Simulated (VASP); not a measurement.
# Si3Ge (P1) in VASP: single point with PBEsol

Aim: the single point of Si3Ge with PBEsol.

All numbers are computed with VASP 6.6.1; they aren't measurements. Logs are shortened: lines on timing, memory, paths and dates and some standing lists are left out, and cuts for length are marked.

### Step 1. The cell of the first run

The typed cell holds 16 atoms: a = 10.987 Å, b = 5.493 Å, c = 5.493 Å, α = 90.00°, β = 90.00°, γ = 90.00°.

### Step 2. Single point, PBEsol, collinear spin

INCAR

```
SYSTEM = Si3Ge
ALGO = Normal
EDIFF = 1E-6
ENCUT = 500
GGA = PS
GGA_COMPAT = .FALSE.
ISIF = 2
ISMEAR = -5
ISPIN = 2
LASPH = .TRUE.
LCHARG = .FALSE.
LORBIT = 11
LREAL = .FALSE.
LWAVE = .FALSE.
MAGMOM = 0.125 0.125 0.125 0.125 0.125 0.125 0.125 0.125 0.125 0.125 0.125 0.125 0.125 0.125 0.125 0.125
NBANDS = 70
NELM = 200
PREC = Accurate
SIGMA = 0.05
```

KPOINTS

```
Automatic mesh
0
Gamma
  2 2 2
  0.5 0.5 0.5
```

POSCAR

```
Si3Ge
1.0
   10.9869800000      0.0000000000      0.0000000000
    0.0000000000      5.4934900000      0.0000000000
    0.0000000000      0.0000000000      5.4934900000
Ge Si
4 12
Direct
    0.9997050000      0.0047890000      0.0077730000
    0.8718340000      0.7455020000      0.2394290000
    0.8728290000      0.2477430000      0.7428900000
    0.0000150000      0.5113210000      0.5010350000
    0.5051290000      0.9871560000      0.0101830000
    0.1266280000      0.2470840000      0.2549800000
    0.6288400000      0.2429410000      0.2543400000
    0.2486470000      0.4989770000      0.9872340000
    0.7523550000      0.4930230000      0.0076000000
    0.3816110000      0.7474330000      0.2564330000
    0.2519690000      0.0026380000      0.5042110000
    0.7499600000      0.9964760000      0.5023210000
    0.3710580000      0.2459460000      0.7497040000
    0.4990230000      0.4899290000      0.5107400000
    0.1240910000      0.7575060000      0.7461730000
    0.6242350000      0.7342660000      0.7540110000
```

Potentials or basis: VASP PAW PBE potentials, release 64 (Ge_d, Si).

On the command line:

```console
$ cat potpaw_PBE.64/Ge_d/POTCAR potpaw_PBE.64/Si/POTCAR > POTCAR
$ mpirun -np 1 vasp_std > vasp.out
```

OUTCAR:

```text
SYSTEM = Si3Ge
   EDIFF = 1E-6
   ENCUT = 500
   GGA = PS
   ISIF = 2
   ISMEAR = -5
   ISPIN = 2
   LASPH = .TRUE.
   LORBIT = 11
   LREAL = .FALSE.
   NELM = 200
   PREC = Accurate

 ion  position               nearest neighbor table
   1  1.000  0.005  0.008-   6 2.36   2 2.37  15 2.40   3 2.42
   2  0.872  0.746  0.239-   9 2.30   1 2.37   4 2.39  12 2.40
   3  0.873  0.248  0.743-  12 2.34   9 2.38   4 2.41   1 2.42
   4  0.000  0.511  0.501-  15 2.35   2 2.39   3 2.41   6 2.42
   5  0.505  0.987  0.010-  10 2.33   7 2.37  16 2.37  13 2.50
   6  0.127  0.247  0.255-   1 2.36  11 2.36   4 2.42   8 2.42
[... 8 lines left out ...]
  15  0.124  0.758  0.746-   4 2.35  11 2.36   8 2.38   1 2.40
  16  0.624  0.734  0.754-  14 2.34   5 2.37   9 2.38  12 2.43

  LATTYP: Found a simple tetragonal cell.
 ALAT       =     5.4934900000
 C/A-ratio  =     2.0000000000

  Lattice vectors:

 A1 = (   0.0000000000,   5.4934900000,   0.0000000000)
 A2 = (   0.0000000000,   0.0000000000,   5.4934900000)
 A3 = (  10.9869800000,   0.0000000000,   0.0000000000)

Analysis of symmetry for initial positions (statically):
=====================================================================
 Subroutine PRICEL returns:
 Original cell was already a primitive cell.

 Routine SETGRP: Setting up the symmetry group for a
 simple tetragonal supercell.

 Subroutine GETGRP returns: Found  1 space group operations
 (whereof  1 operations were pure point group operations)
 out of a pool of 16 trial point group operations.

The static configuration has the point symmetry C_1 .

Analysis of symmetry for dynamics (positions and initial velocities):
=====================================================================
 Subroutine PRICEL returns:
 Original cell was already a primitive cell.

 Routine SETGRP: Setting up the symmetry group for a
 simple tetragonal supercell.

 Subroutine GETGRP returns: Found  1 space group operations
 (whereof  1 operations were pure point group operations)
 out of a pool of 16 trial point group operations.

The dynamic configuration has the point symmetry C_1 .

Analysis of structural, dynamic, and magnetic symmetry:
=====================================================================
 Subroutine PRICEL returns:
 Original cell was already a primitive cell.

 Routine SETGRP: Setting up the symmetry group for a
 simple tetragonal supercell.

 Subroutine GETGRP returns: Found  1 space group operations
 (whereof  1 operations were pure point group operations)
 out of a pool of 16 trial point group operations.

The overall configuration has the point symmetry C_1 .

 Subroutine INISYM returns: Found  1 space group operations
 (whereof  1 operations are pure point group operations),
 and found     1 'primitive' translations

----------------------------------------------------------------------------------------

                                     Primitive cell

  volume of cell :     331.5698

  direct lattice vectors                    reciprocal lattice vectors
    10.986980000  0.000000000  0.000000000     0.091016822  0.000000000  0.000000000
     0.000000000  5.493490000  0.000000000     0.000000000  0.182033643  0.000000000
     0.000000000  0.000000000  5.493490000     0.000000000  0.000000000  0.182033643

  length of vectors
    10.986980000  5.493490000  5.493490000     0.091016822  0.182033643  0.182033643

  position of ions in fractional coordinates (direct lattice)
     0.999705000  0.004789000  0.007773000
     0.871834000  0.745502000  0.239429000
     0.872829000  0.247743000  0.742890000
     0.000015000  0.511321000  0.501035000
     0.505129000  0.987156000  0.010183000
     0.126628000  0.247084000  0.254980000
[... 8 lines left out ...]
     0.124091000  0.757506000  0.746173000
     0.624235000  0.734266000  0.754011000

  ion indices of the primitive-cell ions
   primitive index   ion index
                 1           1
                 2           2
                 3           3
                 4           4
                 5           5
                 6           6
[... 8 lines left out ...]
                15          15
                16          16

----------------------------------------------------------------------------------------

 KPOINTS: Automatic mesh

Automatic generation of k-mesh.
 Grid dimensions read from file:
 generate k-points for:    2    2    2

 Generating k-lattice:

  Cartesian coordinates                     Fractional coordinates (reciprocal lattice)
     0.045508411  0.000000000  0.000000000     0.500000000  0.000000000  0.000000000
     0.000000000  0.091016822  0.000000000     0.000000000  0.500000000  0.000000000
     0.000000000  0.000000000  0.091016822     0.000000000  0.000000000  0.500000000

  Length of vectors
     0.045508411  0.091016822  0.091016822

  Shift w.r.t. Gamma in fractional coordinates (k-lattice)
     0.500000000  0.500000000  0.500000000

 TETIRR: Found     12 inequivalent tetrahedra from       48

 Subroutine IBZKPT returns following result:
 ===========================================

 Found      4 irreducible k-points:

 Following reciprocal coordinates:
            Coordinates               Weight
  0.250000  0.250000  0.250000      2.000000
  0.250000 -0.250000  0.250000      2.000000
  0.250000 -0.250000 -0.250000      2.000000
  0.250000  0.250000 -0.250000      2.000000
   k-points           NKPTS =      4   k-points in BZ     NKDIM =      4   number of bands    NBANDS=     70
   number of dos      NEDOS =    301   number of ions     NIONS =     16
   total plane-waves  NPLWV = 128000
   dimension x,y,z NGX =    80 NGY =   40 NGZ =   40
   dimension x,y,z NGXF=   160 NGYF=   80 NGZF=   80
   ions per type =               4  12
   NGX,Y,Z   is equivalent  to a cutoff of  12.10, 12.10, 12.10 a.u.
   NGXF,Y,Z  is equivalent  to a cutoff of  24.21, 24.21, 24.21 a.u.
 SYSTEM =  Si3Ge
   PREC   = accura    normal or accurate (medium, high low for compatibility)
   ISTART =      0    job   : 0-new  1-cont  2-samecut
   ICHARG =      2    charge: 1-file 2-atom 10-const
   ISPIN  =      2    spin polarized calculation?
   LNONCOLLINEAR =      F non collinear calculations
   LSORBIT =      F    spin-orbit coupling
   LASPH  =      T    aspherical Exc in radial PAW
   ENCUT  =  500.0 eV  36.75 Ry    6.06 a.u.  20.03 10.02 10.02*2*pi/ulx,y,z
   NELM   =    200;   NELMIN=  2; NELMDL= -5     # of ELM steps
   EDIFF  = 0.1E-05   stopping-criterion for ELM
   LREAL  =      F    real-space projection
   EDIFFG = 0.1E-04   stopping-criterion for IOM
   NSW    =      0    number of steps for IOM
   IBRION =     -1    ionic relax: 0-MD 1-quasi-New 2-CG
   NFREE  =      0    steps in history (QN), initial steepest desc. (CG)
   ISIF   =      2    stress and relaxation
   ISYM   =      2    0-nonsym 1-usesym 2-fastsym
   POTIM  = 0.5000    time-step for ionic-motion
   TEBEG  =    0.0;   TEEND  =   0.0 temperature during run
   PSTRESS=    0.0 pullay stress
   NELECT =     104.0000    total number of electrons
   NUPDOWN=      -1.0000    fix difference up-down
   EMIN   =  10.00;   EMAX   =-10.00  energy-range for DOS
   EFERMI =   0.00;   METHOD = LEGACY
   ISMEAR =    -5;   SIGMA  =   0.05  broadening in eV -4-tet -1-fermi 0-gaus
   EFERMI_NEDOS =   21; number of points for ismear=-14 and -15
   IALGO  =     38    algorithm
   IMIX   =      4    mixing-type and parameters
     AMIX     =   0.40;   BMIX     =  1.00
     AMIX_MAG =   1.60;   BMIX_MAG =  1.00
  volume/ion in A,a.u.               =      20.72       139.85
  Fermi-wavevector in a.u.,A,eV,Ry     =   1.112315  2.101970 16.833721  1.237244
  Thomas-Fermi vector in A             =   2.248887
   LORBIT       =     11    0 simple, 1 ext, 2 COOP (PROOUT), +10 PAW based schemes
   GGA     = PS    functional components
   LHFCALC =     F    Hartree Fock is set to
   AEXX    =    0.0000 exact exchange contribution
   IVDW    =     0    specifies the selected vdW correction
   LEPSILON=     F    determine dielectric tensor
   LRPA    =     F    only Hartree local field effects (RPA)
 spin polarized calculation
 Fermi weights with tetrahedron method with Bloechl corrections
  energy-cutoff  :      500.00
  volume of cell :      331.57
 maximum number of plane-waves:      8426
 NGX is ok and might be reduce to    80
   NGX = 41   NGY = 21   NGZ = 21

 number of electron     104.0000005 magnetization       0.0002227

 number of electron     104.0000005 magnetization      -0.0001313

 Free energy of the ion-electron system (eV)
  ---------------------------------------------------
  ext. energy  EPLUGINS =         0.00000000
  ---------------------------------------------------
  free energy    TOTEN  =       -87.84597756 eV

  energy without entropy =      -87.84597756  energy(sigma->0) =      -87.84597756

 E-fermi :   5.1938     XC(G=0):  -9.7017

 val. band max:        5.1322343297   @ k =   0.2500  -0.2500  -0.2500
 cond. band min:       6.6603244336   @ k =   0.2500   0.2500  -0.2500
 fundamental gap:      1.5280901039
 Fermi energy:         5.1937851675

 spin component 1

 k-point     1 :       0.2500    0.2500    0.2500
  band No.  band energies     occupation
      1     -18.9646      1.00000
      2     -18.9203      1.00000
      3     -18.9114      1.00000
      4     -18.8535      1.00000
      5     -18.8509      1.00000
      6     -18.8282      1.00000
[... 56 lines left out ...]
     63       8.7898      0.00000
     64       8.8813      0.00000

 k-point     2 :       0.2500   -0.2500    0.2500
  band No.  band energies     occupation
      1     -18.9689      1.00000
      2     -18.9473      1.00000
      3     -18.8769      1.00000
      4     -18.8597      1.00000
      5     -18.8277      1.00000
      6     -18.8222      1.00000
[... 190 lines left out ...]
     63       8.7767      0.00000
     64       8.8499      0.00000
 Fermi energy:         5.1937851675

 spin component 2

 k-point     1 :       0.2500    0.2500    0.2500
  band No.  band energies     occupation
      1     -18.9646      1.00000
      2     -18.9203      1.00000
      3     -18.9114      1.00000
      4     -18.8535      1.00000
      5     -18.8509      1.00000
      6     -18.8282      1.00000
[... 56 lines left out ...]
     63       8.7898      0.00000
     64       8.8813      0.00000

 k-point     2 :       0.2500   -0.2500    0.2500
  band No.  band energies     occupation
      1     -18.9689      1.00000
      2     -18.9473      1.00000
      3     -18.8769      1.00000
      4     -18.8597      1.00000
      5     -18.8277      1.00000
      6     -18.8222      1.00000
[... 190 lines left out ...]
     63       8.7767      0.00000
     64       8.8498      0.00000
 [bands above 64 left out]

------------------------ aborting loop because EDIFF is reached ----------------------------------------

  FORCE on cell =-STRESS in cart. coord.  units (eV):
  Direction    XX          YY          ZZ          XY          YZ          ZX
  --------------------------------------------------------------------------------------
  -------------------------------------------------------------------------------------
  Total       -2.5904737      1.5724208      1.3134855      2.0419453      0.6703705      1.1167066
  in kB      -12.5174181      7.5980884      6.3468884      9.8668761      3.2392948      5.3960335
  external PRESSURE =       0.4758529 kB  Pullay stress =       0.0000000 kB

 VOLUME and BASIS-vectors are now :
 -----------------------------------------------------------------------------
  energy-cutoff  :      500.00
  volume of cell :      331.57
      direct lattice vectors                 reciprocal lattice vectors
    10.986980000  0.000000000  0.000000000     0.091016822  0.000000000  0.000000000
     0.000000000  5.493490000  0.000000000     0.000000000  0.182033643  0.000000000
     0.000000000  0.000000000  5.493490000     0.000000000  0.000000000  0.182033643

 POSITION                                       TOTAL-FORCE (eV/Angst)
 -----------------------------------------------------------------------------------
     10.98374      0.02631      0.04270         0.403995     -0.041632     -0.547542
      9.57882      4.09541      1.31530        -0.053953      0.489169      0.721287
      9.58975      1.36097      4.08106         0.109524      0.217092      0.447499
      0.00016      2.80894      2.75243         0.345141     -0.562784     -0.287303
      5.54984      5.42293      0.05594        -0.287328      0.628448     -0.627523
      1.39126      1.35735      1.40073         0.385733      0.637016     -0.082890
[... 8 lines left out ...]
      1.36339      4.16135      4.09909         0.425170      0.107383      0.440419
      6.85846      4.03368      4.14215         0.360603      0.438106      0.117536
 -----------------------------------------------------------------------------------
    total drift:                                0.000790      0.001283     -0.000728

  FREE ENERGIE OF THE ION-ELECTRON SYSTEM (eV)
  ---------------------------------------------------
  free  energy   TOTEN  =       -87.8459775639 eV

  energy  without entropy=      -87.8459775639  energy(sigma->0) =      -87.84597756

 total charge

# of ion       s       p       d       tot
------------------------------------------
    1        1.112   1.358  10.034  12.503
    2        1.112   1.389  10.039  12.540
    3        1.112   1.358  10.033  12.503
    4        1.112   1.352  10.033  12.497
    5        0.751   0.912   0.000   1.663
    6        0.754   0.906   0.000   1.659
[... 8 lines left out ...]
   15        0.753   0.921   0.000   1.674
   16        0.750   0.919   0.000   1.669
--------------------------------------------------
tot         13.463  16.489  40.139  70.091

 magnetization (x)

# of ion       s       p       d       tot
------------------------------------------
    1       -0.000   0.000   0.000   0.000
    2       -0.000   0.000   0.000   0.000
    3       -0.000   0.000  -0.000   0.000
    4       -0.000   0.000   0.000   0.000
    5        0.000   0.000   0.000   0.000
    6        0.000   0.000   0.000   0.000
[... 8 lines left out ...]
   15        0.000   0.000   0.000   0.000
   16        0.000   0.000   0.000   0.000
--------------------------------------------------
tot          0.000   0.000   0.000   0.000
```

Run time: 4.4 min. Hardware: 1 thread of Intel Xeon Platinum 8259CL at 2.50GHz (Skylake/Cascade Lake), shared host; peak memory 0.47 GiB.

What came out:

```yaml
Free_energy: -87.8460 eV
Pressure: 0.0 GPa
Largest_force: 1.184 eV/Å
Band_gap_on_the_k_mesh: 1.53 eV
Net_moment: 0.00 μB per cell
Valence_electrons_inside_the_program's_atomic_spheres: Ge 12.50, 12.54 (each value once); Si 1.66, 1.68, 1.65, 1.69, 1.67 (each value once)
```

Forces in eV/Å, atoms in the order of the input:
```
Ge   0.404 -0.042 -0.548
Ge  -0.054  0.489  0.721
Ge   0.110  0.217  0.447
Ge   0.345 -0.563 -0.287
Si  -0.287  0.628 -0.628
Si   0.386  0.637 -0.083
Si  -0.418  0.232  0.140
Si   0.074  0.271  0.902
Si  -0.888 -0.383 -0.683
Si  -0.824 -0.388 -0.068
Si  -0.035 -0.480 -0.537
Si  -0.560 -0.696 -0.053
Si   0.777 -0.343  0.676
Si   0.185 -0.125 -0.559
Si   0.425  0.107  0.440
Si   0.361  0.438  0.118
```

Levels at points of the mesh, in eV from the valence-band top:
Spin up:
| k point | band 48 | band 49 | band 50 | band 51 | band 52 | band 53 | band 54 | band 55 | band 56 | band 57 |
| --- | --- | --- | --- | --- | --- | --- | --- | --- | --- | --- |
| (0.25, 0.25, 0.25) | -1.60 | -0.85 | -0.80 | -0.76 | -0.03 | 1.55 | 1.85 | 1.91 | 2.12 | 2.17 |
Spin down:
```csv
k point,band 48,band 49,band 50,band 51,band 52,band 53,band 54,band 55,band 56,band 57
"(0.25, 0.25, 0.25)",-1.60,-0.85,-0.80,-0.76,-0.03,1.55,1.85,1.91,2.12,2.17
```

Caveat: the k points lie up to 0.57 Å⁻¹ apart; the PAW data sets were made with another functional, which shifts forces and pressure a little; a shifted mesh leaves out Γ, where band edges can lie.
